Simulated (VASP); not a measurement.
Wanted: the native input for a VASP 6.6.1 run.

- Task: single point
- Functional: PBE
- Potentials or basis: VASP PAW PBE potentials, release 64 (Co, Ni, C, N)
- Cutoff: 520 eV
- k mesh: 4 × 4 × 4
- Occupations: gaussian, width 0.1 eV
- Spin: collinear spin, ferromagnetic start
- Starting moments: [3.0, 2.0, 0.0, 0.0, 0.0, 0.0, 0.0, 0.0, 0.0, 0.0] μB
- Dipole correction: no
- Further INCAR settings: ALGO = Normal; EDIFF = 1e-06; NBANDS = 42

The structure of CoNiC4N4 lies in POSCAR:

```
CoNiC4N4
1.0
    5.8826218900      0.0000000000      0.0000000000
    0.0000000000      5.8826218900      0.0000000000
    0.0000000000      0.0000000000      5.8826218900
Co Ni C N
1 1 4 4
Direct
    0.0000000000      0.0000000000      0.0000000000
    0.5000000000      0.5000000000      0.5000000000
    0.1881440800      0.1881440800      0.1881440800
    0.1881440800      0.8118559200      0.8118559200
    0.8118559200      0.1881440800      0.8118559200
    0.8118559200      0.8118559200      0.1881440800
    0.3029738000      0.3029738000      0.3029738000
    0.3029738000      0.6970262000      0.6970262000
    0.6970262000      0.3029738000      0.6970262000
    0.6970262000      0.6970262000      0.3029738000
```

One way to write it, as run:

INCAR

```
PREC = Accurate
ENCUT = 520
EDIFF = 1E-6
ISMEAR = 0
SIGMA = 0.1
LREAL = F
LASPH = T
NELM = 150
ALGO = Normal
ISIF = 2
LWAVE = F
LCHARG = F
ISPIN = 2
MAGMOM = 3 2 0 0 0 0 0 0 0 0
LORBIT = 11
LMAXMIX = 4
GGA = PE
NBANDS = 42
```

KPOINTS

```
regular mesh
0
Gamma
  4 4 4
```

Potentials or basis: VASP PAW PBE potentials, release 64 (Co, Ni, C, N).

Launch:

```bash
$ cat potpaw_PBE.64/Co/POTCAR potpaw_PBE.64/Ni/POTCAR potpaw_PBE.64/C/POTCAR potpaw_PBE.64/N/POTCAR > POTCAR
$ mpirun -np 1 vasp_std > vasp.out
```

Results of the run:

The pressure is -1.3 GPa. The largest force is 1.290 eV/Å and the band gap on the k mesh is zero (filled and empty bands overlap). The net moment is 5.00 μB per cell, the site moments are Co +2.27; Ni +1.61; C +0.04; N +0.11 μB and the valence electrons inside the program's atomic spheres are Co 8.29; Ni 8.87; C 2.59; N 3.87.

Caveat: forces of over 1 eV/Å act on the atoms, so gaps and moduli don't describe the material at rest.

It took 5.9 min on 1 thread of Intel(R) Xeon(R) Platinum 8375C CPU @ 2.90GHz (Ice Lake), with other jobs on the host, peak memory 0.48 GiB.
